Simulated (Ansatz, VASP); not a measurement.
**Li: VASP beside Ansatz**

File INCAR:

```
PREC = Accurate ; ENCUT = 600
EDIFF = 1E-6 ; ISMEAR = 1
SIGMA = 0.05 ; LREAL = F
LASPH = T ; NELM = 100
ALGO = Normal ; ISIF = 3
LWAVE = F ; LCHARG = F
GGA = PS ; IBRION = 2
NSW = 80 ; EDIFFG = -0.05
```

Contents of KPOINTS:

```
Automatic mesh
0
Gamma
  5 5 5
```

The input POSCAR:

```
Li
1.0
    4.4544403300      0.0000000000      0.0000000000
    0.0000000000      4.4544403300      0.0000000000
    0.0000000000      0.0000000000      4.4544403300
Li
4
Direct
    0.8745680000      0.1254320000      0.6254320000
    0.3745680000      0.3745680000      0.3745680000
    0.1254320000      0.6254320000      0.8745680000
    0.6254320000      0.8745680000      0.1254320000
```

Input for Ansatz:

```yaml
crystal:
  lattice:
    - [4.45444033, 0.0, 0.0]
    - [0.0, 4.45444033, 0.0]
    - [0.0, 0.0, 4.45444033]
  atoms:
    - { symbol: Li, position: [0.874568, 0.125432, 0.625432] }
    - { symbol: Li, position: [0.374568, 0.374568, 0.374568] }
    - { symbol: Li, position: [0.125432, 0.625432, 0.874568] }
    - { symbol: Li, position: [0.625432, 0.874568, 0.125432] }
basis:
  ecutwfc: 557.833418042754
kpoints:
  mp_grid:
    grid: [5, 5, 5]
hamiltonian:
  xc: pbesol
  dispersion: none
scf:
  occupations:
    method: methfessel_paxton
    width: 0.05
relax:
  f_tol: 0.05
  cell: {}
```

Alike in both runs: task relaxation of cell and atoms; functional PBEsol; k mesh 5 × 5 × 5; occupations methfessel-paxton of order 1, width 0.05 eV; no spin polarisation.

```csv
,VASP,Ansatz
version,VASP 6.6.1,Ansatz 0.2.0
potentials or method,"VASP PAW PBE potentials, release 64 (Li_sv), cutoff 600 eV","plane waves, PAW"
valence electrons in the cell,12,12
```

|  | VASP | Ansatz | Ansatz less VASP |
| --- | --- | --- | --- |
| relaxed volume (Å³/atom) | 22.10 | 20.27 | -1.828 |
| relaxed length of the cell vector where the two differ most in proportion (Å) | 4.454 | 4.328 | -0.1264 |

VASP's potentials were made for PBE, not for PBEsol.

Noted on VASP's run: the cutoff is under 1.25 times that of the potentials, so the pressure is a little rough; the relaxation stopped at its first step, so nothing moved.
